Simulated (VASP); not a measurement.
# Mo in VASP: further runs

Runs on Mo. Level: LDA. Tasks: single point.

Everything below comes from runs of VASP 6.6.1. Logs are shortened: lines on timing, memory, paths and dates and some standing lists are left out, and cuts for length are marked.

### Step 1. The cell of the first run

The typed cell holds 2 atoms: a = 2.847 Å, b = 2.847 Å, c = 4.397 Å, α = 97.17°, β = 97.17°, γ = 127.95°.

### Step 2. Single point, LDA (13.47 Å³/atom)

Input file INCAR:

```
ALGO = Normal
EDIFF = 1E-6
ENCUT = 520
GGA = CA
ISIF = 2
ISMEAR = -1
LASPH = True
LCHARG = False
LREAL = False
LWAVE = False
NBANDS = 21
NELM = 80
PREC = Accurate
SIGMA = 0.1
```

Input file KPOINTS:

```
k-points
0
Gamma
  16 16 8
```

Input file POSCAR:

```
Mo
1.0
   -1.8091453366      1.8089993864      1.2492578487
    1.8089993864     -1.8091453366      1.2492578487
    2.9808115989      2.9808115989     -1.2495251569
Mo
2
Direct
    0.9999662344      0.0000337656      0.0000000000
    0.7500337656      0.2499662344      0.5000000000
```

Potentials or basis: VASP PAW LDA potentials, release 64 (Mo_sv).

On the command line:

```sh
$ cat potpaw_LDA.64/Mo_sv/POTCAR > POTCAR
$ mpirun -np 1 vasp_std > vasp.out
```

OUTCAR:

```text
EDIFF = 1E-6
   ENCUT = 520
   GGA = CA
   ISIF = 2
   ISMEAR = -1
   LASPH = True
   LREAL = False
   NELM = 80
   PREC = Accurate

 ion  position               nearest neighbor table
   1  1.000  0.000  0.000-   2 2.54   2 2.54   2 2.54   2 2.54   2 3.10   2 3.10   2 3.10   2 3.10

   2  0.750  0.250  0.500-   1 2.54   1 2.54   1 2.54   1 2.54   1 3.10   1 3.10   1 3.10   1 3.10

  Warning from LATTYP: Got some problem with cell dimensions!
  Tried to take original basis but could not verify dimensions!
  LATTYP: Found a base centered monoclinic cell.
 ALAT       =     2.4985157059
 B/A-ratio  =     2.0479476378
 C/A-ratio  =     1.7596219976
 COS(beta)  =    -0.2840119275

  Lattice vectors:

 A1 = (   1.8091453366,  -1.8089993864,  -1.2492578487)
 A2 = (  -1.8089993864,   1.8091453366,  -1.2492578487)
 A3 = (   2.9806656487,   2.9806656487,   1.2489905405)

Analysis of symmetry for initial positions (statically):
=====================================================================
 Subroutine PRICEL returns:
 Original cell was already a primitive cell.

 Routine SETGRP: Setting up the symmetry group for a
 base centered monoclinic supercell.

 Subroutine GETGRP returns: Found  4 space group operations
 (whereof  2 operations were pure point group operations)
 out of a pool of  4 trial point group operations.

The static configuration has the point symmetry C_2 .
 The point group associated with its full space group is C_2h.

Analysis of symmetry for dynamics (positions and initial velocities):
=====================================================================
 Subroutine PRICEL returns:
 Original cell was already a primitive cell.

 Routine SETGRP: Setting up the symmetry group for a
 base centered monoclinic supercell.

 Subroutine GETGRP returns: Found  4 space group operations
 (whereof  2 operations were pure point group operations)
 out of a pool of  4 trial point group operations.

The dynamic configuration has the point symmetry C_2 .
 The point group associated with its full space group is C_2h.

 Subroutine INISYM returns: Found  4 space group operations
 (whereof  2 operations are pure point group operations),
 and found     1 'primitive' translations

----------------------------------------------------------------------------------------

                                     Primitive cell

  volume of cell :      26.9459

  direct lattice vectors                    reciprocal lattice vectors
    -1.809145337  1.808999386  1.249257849    -0.054302596  0.222082147  0.400247430
     1.808999386 -1.809145337  1.249257849     0.222082147 -0.054302596  0.400247430
     2.980811599  2.980811599 -1.249525157     0.167743659  0.167743659  0.000019597

  length of vectors
     2.847126762  2.847126762  4.396793001     0.460941707  0.460941707  0.237225358

  position of ions in fractional coordinates (direct lattice)
     0.999966234  0.000033766  1.000000000
     0.750033766  0.249966234  0.500000000

  ion indices of the primitive-cell ions
   primitive index   ion index
                 1           1
                 2           2

----------------------------------------------------------------------------------------

 KPOINTS: k-points

Automatic generation of k-mesh.
 Grid dimensions read from file:
 generate k-points for:   16   16    8

 Generating k-lattice:

  Cartesian coordinates                     Fractional coordinates (reciprocal lattice)
    -0.003393912  0.013880134  0.025015464     0.062500000 -0.000000000  0.000000000
     0.013880134 -0.003393912  0.025015464    -0.000000000  0.062500000  0.000000000
     0.020967957  0.020967957  0.000002450    -0.000000000 -0.000000000  0.125000000

  Length of vectors
     0.028808857  0.028808857  0.029653170

  Shift w.r.t. Gamma in fractional coordinates (k-lattice)
     0.000000000  0.000000000  0.000000000

 Subroutine IBZKPT returns following result:
 ===========================================

 Found    554 irreducible k-points:

 Following reciprocal coordinates:
            Coordinates               Weight
  0.000000  0.000000  0.000000      1.000000
  0.062500  0.000000  0.000000      4.000000
  0.125000  0.000000  0.000000      4.000000
  0.187500  0.000000  0.000000      4.000000
  0.250000  0.000000  0.000000      4.000000
  0.312500  0.000000  0.000000      4.000000
[... 16 lines left out ...]
 -0.125000  0.062500 -0.000000      4.000000
 -0.062500  0.062500  0.000000      2.000000
 [... further k-points ...]
   k-points           NKPTS =    554   k-points in BZ     NKDIM =    554   number of bands    NBANDS=     21
   number of dos      NEDOS =    301   number of ions     NIONS =      2
   total plane-waves  NPLWV =  20736
   dimension x,y,z NGX =    24 NGY =   24 NGZ =   36
   dimension x,y,z NGXF=    48 NGYF=   48 NGZF=   72
   ions per type =               2
   NGX,Y,Z   is equivalent  to a cutoff of  14.01, 14.01, 13.61 a.u.
   NGXF,Y,Z  is equivalent  to a cutoff of  28.03, 28.03, 27.22 a.u.
 SYSTEM =  unknown system
   PREC   = accura    normal or accurate (medium, high low for compatibility)
   ISTART =      0    job   : 0-new  1-cont  2-samecut
   ICHARG =      2    charge: 1-file 2-atom 10-const
   ISPIN  =      1    spin polarized calculation?
   LNONCOLLINEAR =      F non collinear calculations
   LSORBIT =      F    spin-orbit coupling
   LASPH  =      T    aspherical Exc in radial PAW
   ENCUT  =  520.0 eV  38.22 Ry    6.18 a.u.   5.29  5.29  8.18*2*pi/ulx,y,z
   NELM   =     80;   NELMIN=  2; NELMDL= -5     # of ELM steps
   EDIFF  = 0.1E-05   stopping-criterion for ELM
   LREAL  =      F    real-space projection
   EDIFFG = 0.1E-04   stopping-criterion for IOM
   NSW    =      0    number of steps for IOM
   IBRION =     -1    ionic relax: 0-MD 1-quasi-New 2-CG
   NFREE  =      0    steps in history (QN), initial steepest desc. (CG)
   ISIF   =      2    stress and relaxation
   ISYM   =      2    0-nonsym 1-usesym 2-fastsym
   POTIM  = 0.5000    time-step for ionic-motion
   TEBEG  =    0.0;   TEEND  =   0.0 temperature during run
   PSTRESS=    0.0 pullay stress
   NELECT =      28.0000    total number of electrons
   NUPDOWN=      -1.0000    fix difference up-down
   EMIN   =  10.00;   EMAX   =-10.00  energy-range for DOS
   EFERMI =   0.00;   METHOD = LEGACY
   ISMEAR =    -1;   SIGMA  =   0.10  broadening in eV -4-tet -1-fermi 0-gaus
   EFERMI_NEDOS =   21; number of points for ismear=-14 and -15
   IALGO  =     38    algorithm
   IMIX   =      4    mixing-type and parameters
     AMIX     =   0.40;   BMIX     =  1.00
     AMIX_MAG =   1.60;   BMIX_MAG =  1.00
  volume/ion in A,a.u.               =      13.47        90.92
  Fermi-wavevector in a.u.,A,eV,Ry     =   1.658174  3.133495 37.409794  2.749542
  Thomas-Fermi vector in A             =   2.745801
   LORBIT       =      0    0 simple, 1 ext, 2 COOP (PROOUT), +10 PAW based schemes
   GGA     = CA    functional components
   LHFCALC =     F    Hartree Fock is set to
   AEXX    =    0.0000 exact exchange contribution
   IVDW    =     0    specifies the selected vdW correction
   LEPSILON=     F    determine dielectric tensor
   LRPA    =     F    only Hartree local field effects (RPA)
 non-spin polarized calculation
  energy-cutoff  :      520.00
  volume of cell :       26.95
 maximum number of plane-waves:       745
 NGX is ok and might be reduce to    24
   NGX = 11   NGY = 11   NGZ = 17

 number of electron      28.0000002 magnetization

 Free energy of the ion-electron system (eV)
  ---------------------------------------------------
  ext. energy  EPLUGINS =         0.00000000
  ---------------------------------------------------
  free energy    TOTEN  =       -23.31181995 eV

  energy without entropy =      -23.26764795  energy(sigma->0) =      -23.28973395

 E-fermi :  14.8594     XC(G=0): -14.4253

 val. band max:       14.8529288370   @ k =   0.3750   0.1875   0.2500
 cond. band min:      14.8638523040   @ k =  -0.4375  -0.4375   0.3750
 fundamental gap:      0.0109234670
 Fermi energy:        14.8594469673

 k-point     1 :       0.0000    0.0000    0.0000
  band No.  band energies     occupation
      1     -45.9895      2.00000
      2     -45.4309      2.00000
      3     -21.3190      2.00000
      4     -19.7569      2.00000
      5     -19.1167      2.00000
      6     -18.8745      2.00000
[... 13 lines left out ...]
     20      20.0304      0.00000
     21      27.4218      0.00000

 k-point     2 :       0.0625    0.0000    0.0000
  band No.  band energies     occupation
      1     -45.9709      2.00000
      2     -45.4217      2.00000
      3     -21.2881      2.00000
      4     -19.7660      2.00000
      5     -19.1368      2.00000
      6     -18.9606      2.00000
[... 13 lines left out ...]
     20      20.2552      0.00000
     21      27.8344      0.00000

 k-point     3 :       0.1250    0.0000    0.0000
  band No.  band energies     occupation
      1     -45.9174      2.00000
      2     -45.3956      2.00000
      3     -21.2001      2.00000
      4     -19.7938      2.00000
      5     -19.2753      2.00000
      6     -19.1964      2.00000
[... 13 lines left out ...]
     20      21.3443      0.00000
     21      28.4917      0.00000
[... 457 lines left out ...]
 k-point    23 :      -0.1250    0.0625   -0.0000
  band No.  band energies     occupation
      1     -45.9502      2.00000
      2     -45.4212      2.00000
      3     -21.2391      2.00000
      4     -19.8384      2.00000
      5     -19.2436      2.00000
      6     -19.0071      2.00000
[... 13 lines left out ...]
     20      21.4722      0.00000
     21      27.7258      0.00000

 k-point    24 :      -0.0625    0.0625    0.0000
  band No.  band energies     occupation
      1     -45.9789      2.00000
      2     -45.4305      2.00000
      3     -21.2937      2.00000
      4     -19.7949      2.00000
      5     -19.1678      2.00000
      6     -18.9128      2.00000
[... 13 lines left out ...]
     20      20.7328      0.00000
     21      27.4292      0.00000

 [... further k-points ...]

------------------------ aborting loop because EDIFF is reached ----------------------------------------

  FORCE on cell =-STRESS in cart. coord.  units (eV):
  Direction    XX          YY          ZZ          XY          YZ          ZX
  --------------------------------------------------------------------------------------
  -------------------------------------------------------------------------------------
  Total        7.8883048      7.8883048      7.9600461      0.3636559     -0.0022093     -0.0022093
  in kB      469.0318729    469.0318729    473.2975483     21.6226685     -0.1313606     -0.1313646
  external PRESSURE =     470.4537647 kB  Pullay stress =       0.0000000 kB

 VOLUME and BASIS-vectors are now :
 -----------------------------------------------------------------------------
  energy-cutoff  :      520.00
  volume of cell :       26.95
      direct lattice vectors                 reciprocal lattice vectors
    -1.809145337  1.808999386  1.249257849    -0.054302596  0.222082147  0.400247430
     1.808999386 -1.809145337  1.249257849     0.222082147 -0.054302596  0.400247430
     2.980811599  2.980811599 -1.249525157     0.167743659  0.167743659  0.000019597

 POSITION                                       TOTAL-FORCE (eV/Angst)
 -----------------------------------------------------------------------------------
     -1.80902      1.80888      1.24926        -0.004151      0.004151      0.000000
      0.58567      2.39499      0.62450         0.004151     -0.004151     -0.000000
 -----------------------------------------------------------------------------------
    total drift:                               -0.000000      0.000000      0.000000

  FREE ENERGIE OF THE ION-ELECTRON SYSTEM (eV)
  ---------------------------------------------------
  free  energy   TOTEN  =       -23.3118199543 eV

  energy  without entropy=      -23.2676479526  energy(sigma->0) =      -23.28973395
```

Run time: 2.3 min. Hardware: 1 thread of AMD EPYC 9R45 (Zen 5), shared host; peak memory 0.31 GiB.

What came out:

```yaml
Free_energy: -23.3118 eV
Pressure: 47.0 GPa
Largest_force: 0.006 eV/Å
Band_gap_on_the_k_mesh: zero (bands 14 and 15 overlap by 2.39 eV)
```

Forces on the atoms (eV/Å):
```
Mo  -0.004  0.004  0.000
Mo   0.004 -0.004  0.000
```

Stress tensor (GPa, compression positive):
```
46.90  2.16 -0.01
 2.16 46.90 -0.01
-0.01 -0.01 47.33
```

Levels at points of the mesh, in eV from the Fermi level:
| k point | band 10 | band 11 | band 12 | band 13 | band 14 | band 15 | band 16 | band 17 | band 18 | band 19 |
| --- | --- | --- | --- | --- | --- | --- | --- | --- | --- | --- |
| (0.00, 0.00, 0.00) | -6.07 | -3.09 | -2.87 | -1.57 | 0.35 | 0.83 | 0.93 | 2.57 | 2.61 | 2.86 |
| (0.50, 0.00, 0.00) | -5.55 | -5.20 | -2.22 | -1.28 | 0.78 | 2.29 | 2.81 | 3.61 | 4.62 | 7.37 |
| (0.50, 0.50, 0.00) | -5.02 | -2.98 | -2.98 | -2.03 | -2.03 | 3.06 | 3.06 | 4.35 | 4.35 | 6.72 |
| (0.00, 0.00, 0.50) | -5.52 | -2.74 | -2.74 | -1.64 | -1.64 | 0.26 | 0.26 | 1.64 | 1.64 | 3.82 |
| (0.50, 0.00, 0.50) | -5.55 | -5.20 | -2.22 | -1.28 | 0.78 | 2.29 | 2.82 | 3.61 | 4.62 | 7.37 |
| (0.50, 0.50, 0.50) | -5.94 | -4.26 | -4.26 | 1.66 | 1.66 | 2.40 | 2.40 | 4.31 | 4.31 | 4.96 |

Caveat: the cell stands under pressure.

### Step 3. Single point, LDA (14.09 Å³/atom)

This run uses another cell than the first one, of 14.09 Å³/atom.

Input file INCAR:

```
SYSTEM = Mo
PREC = Accurate
ENCUT = 520
EDIFF = 1E-7
ISMEAR = -1
SIGMA = 0.1
LREAL = .False.
LASPH = .True.
NELM = 60
ALGO = Normal
ISIF = 2
LWAVE = .False.
LCHARG = .False.
NBANDS = 21
```

Input file KPOINTS:

```
Automatic mesh
0
Gamma
  16 16 8
  0 0 0
```

Input file POSCAR:

```
Mo
1.0
   -1.8361514873      1.8360033584      1.2679062376
    1.8360033584     -1.8361514873      1.2679062376
    3.0253078843      3.0253078843     -1.2681775361
Mo
2
Direct
    0.9999662344      0.0000337656      0.0000000000
    0.7500337656      0.2499662344      0.5000000000
```

Potentials or basis: VASP PAW LDA potentials, release 64 (Mo_sv).

On the command line:

```sh
$ cat potpaw_LDA.64/Mo_sv/POTCAR > POTCAR
$ mpirun -np 1 vasp_std > vasp.out
```

It took 2.7 min on 1 thread of AMD EPYC 9R45 (Zen 5), shared host; peak memory 0.32 GiB.

It converged, with:

| Item | Value |
| --- | --- |
| Free energy | -23.5994 eV |
| Pressure | 28.5 GPa |
| Largest force | 0.005 eV/Å |
| Band gap on the k mesh | zero (bands 14 and 15 overlap by 2.24 eV) |

Forces on the atoms (eV/Å):
```
Mo  -0.004  0.004  0.000
Mo   0.004 -0.004  0.000
```

Stress tensor (GPa, compression positive):
```
28.44  1.38 -0.02
 1.38 28.44 -0.02
-0.02 -0.02 28.73
```

Levels at points of the mesh, in eV from the Fermi level:
```csv
k point,band 10,band 11,band 12,band 13,band 14,band 15,band 16,band 17,band 18,band 19
"(0.00, 0.00, 0.00)",-5.75,-2.91,-2.68,-1.44,0.38,0.86,0.94,2.47,2.51,2.60
"(0.50, 0.00, 0.00)",-5.26,-4.87,-2.09,-1.18,0.67,2.18,2.70,3.42,4.36,6.96
"(0.50, 0.50, 0.00)",-4.76,-2.83,-2.83,-2.02,-2.02,2.91,2.91,4.11,4.11,6.35
"(0.00, 0.00, 0.50)",-5.38,-2.55,-2.55,-1.60,-1.60,0.27,0.27,1.59,1.59,3.65
"(0.50, 0.00, 0.50)",-5.26,-4.87,-2.09,-1.18,0.67,2.18,2.71,3.42,4.36,6.97
"(0.50, 0.50, 0.50)",-5.66,-4.00,-4.00,1.57,1.57,2.22,2.22,4.08,4.08,4.69
```

Caveat: the cell stands under pressure.

### Step 4. Single point, LDA (14.70 Å³/atom)

This run uses another cell than the first one, of 14.70 Å³/atom.

Input file INCAR:

```
PREC     = Accurate       # precision mode
ENCUT    = 520            # plane-wave cutoff, eV
EDIFF    = 1E-7           # SCF threshold, eV
ISMEAR   = -1             # smearing method
SIGMA    = 0.1            # smearing width, eV
LREAL    = False          # projectors in reciprocal space
LASPH    = True           # aspherical terms in the spheres
NELM     = 80             # most SCF steps
ALGO     = Normal         # electronic algorithm
ISIF     = 2              # what is computed and relaxed
LWAVE    = False          # write WAVECAR
LCHARG   = False          # write CHGCAR
NBANDS   = 21             # bands
```

Input file KPOINTS:

```
Automatic mesh
0
Gamma
  16 16 8
```

Input file POSCAR:

```
Mo
1.0
   -1.8623857673      1.8622355219      1.2860216313
    1.8622355219     -1.8623857673      1.2860216313
    3.0685324083      3.0685324083     -1.2862968060
Mo
2
Direct
    0.9999662344      0.0000337656      0.0000000000
    0.7500337656      0.2499662344      0.5000000000
```

On the command line:

```sh
$ cat potpaw_LDA.64/Mo_sv/POTCAR > POTCAR
$ mpirun -np 1 vasp_std > vasp.out
```

Wall time 2.8 min (1 thread of AMD EPYC 9R45 (Zen 5), shared host); peak memory 0.33 GiB.

The run converged. Its results:

```
Free energy            : -23.7586 eV
Pressure               : 13.4 GPa
Largest force          : 0.005 eV/Å
Band gap on the k mesh : zero (bands 14 and 15 overlap by 2.09 eV)
```

Forces on the atoms (eV/Å):
```
Mo  -0.003  0.003  0.000
Mo   0.003 -0.003  0.000
```

Stress tensor (GPa, compression positive):
```
13.39  0.71 -0.01
 0.71 13.39 -0.01
-0.01 -0.01 13.50
```

Levels at points of the mesh, in eV from the Fermi level:
| k point | band 10 | band 11 | band 12 | band 13 | band 14 | band 15 | band 16 | band 17 | band 18 | band 19 |
| --- | --- | --- | --- | --- | --- | --- | --- | --- | --- | --- |
| (0.00, 0.00, 0.00) | -5.46 | -2.74 | -2.51 | -1.34 | 0.40 | 0.87 | 0.94 | 2.38 | 2.38 | 2.42 |
| (0.50, 0.00, 0.00) | -5.00 | -4.56 | -1.96 | -1.09 | 0.58 | 2.07 | 2.60 | 3.24 | 4.13 | 6.60 |
| (0.50, 0.50, 0.00) | -4.52 | -2.70 | -2.69 | -2.00 | -2.00 | 2.77 | 2.77 | 3.90 | 3.90 | 6.01 |
| (0.00, 0.00, 0.50) | -5.25 | -2.39 | -2.39 | -1.55 | -1.55 | 0.29 | 0.29 | 1.54 | 1.54 | 3.48 |
| (0.50, 0.00, 0.50) | -4.99 | -4.56 | -1.96 | -1.09 | 0.58 | 2.07 | 2.60 | 3.24 | 4.13 | 6.60 |
| (0.50, 0.50, 0.50) | -5.39 | -3.77 | -3.77 | 1.47 | 1.47 | 2.08 | 2.08 | 3.86 | 3.86 | 4.44 |

Caveat: the cell stands under pressure.

### Step 5. Single point, LDA

This run uses another cell than the first one, of 15.31 Å³/atom.

Input file INCAR:

```
ALGO     = Normal         # electronic algorithm
EDIFF    = 1E-7           # SCF threshold, eV
ENCUT    = 520            # plane-wave cutoff, eV
GGA      = CA             # functional
ISIF     = 2              # what is computed and relaxed
ISMEAR   = -1             # smearing method
LASPH    = T              # aspherical terms in the spheres
LCHARG   = F              # write CHGCAR
LREAL    = F              # projectors in reciprocal space
LWAVE    = F              # write WAVECAR
NBANDS   = 21             # bands
NELM     = 100            # most SCF steps
PREC     = Accurate       # precision mode
SIGMA    = 0.1            # smearing width, eV
```

Input file KPOINTS:

```
k-points
0
Gamma
  23 23 12
```

Input file POSCAR:

```
Mo
1.0
   -1.8879010717      1.8877487679      1.3036405554
    1.8877487679     -1.8879010717      1.3036405554
    3.1105723228      3.1105723228     -1.3039195001
Mo
2
Direct
    0.9999662344      0.0000337656      0.0000000000
    0.7500337656      0.2499662344      0.5000000000
```

On the command line:

```sh
$ cat potpaw_LDA.64/Mo_sv/POTCAR > POTCAR
$ mpirun -np 1 vasp_std > vasp.out
```

It took 17 min on 1 thread of Oxide Virtual Turin-like, shared host; peak memory 0.8 GiB.

It converged, with:

```
Free energy            : -23.8151 eV
Pressure               : 1.1 GPa
Band gap on the k mesh : zero (bands 14 and 15 overlap by 2.12 eV)
```

Stress tensor (GPa, compression positive):
```
1.17 0.13 0.00
0.13 1.17 0.00
0.00 0.00 0.93
```

Levels at points of the mesh, in eV from the Fermi level:
```tsv
k point	band 12	band 13	band 14	band 15	band 16	band 17
(0.00, 0.00, 0.00)	-2.36	-1.24	0.41	0.87	0.93	2.19
(0.00, 0.00, 0.50)	-2.25	-1.48	-1.48	0.30	0.30	1.49
```

### Step 6. The runs side by side

| cell | k mesh | gap on the mesh (eV) | pressure (GPa) | largest force (eV/Å) |
| --- | --- | --- | --- | --- |
| a = 2.847, b = 2.847, c = 4.397 Å, angles 97.2, 97.2, 127.9°, 2 atoms | 16 × 16 × 8 | none | 47.0 | 0.01 |
| a = 2.890, b = 2.890, c = 4.462 Å, angles 97.2, 97.2, 127.9°, 2 atoms | 16 × 16 × 8 | none | 28.5 | 0.01 |
| a = 2.931, b = 2.931, c = 4.526 Å, angles 97.2, 97.2, 127.9°, 2 atoms | 16 × 16 × 8 | none | 13.4 | - |
| a = 2.971, b = 2.971, c = 4.588 Å, angles 97.2, 97.2, 127.9°, 2 atoms | 23 × 23 × 12 | none | 1.1 | - |

Alike in all rows: task single point; level LDA; potentials or basis VASP PAW LDA potentials, release 64 (Mo_sv); no spin polarisation; cutoff (eV) 520; smearing fermi-dirac 0.1 eV.

Caveats: the cell stands under pressure (at least some runs).

Absolute energies hang on the potentials; compare differences alone.
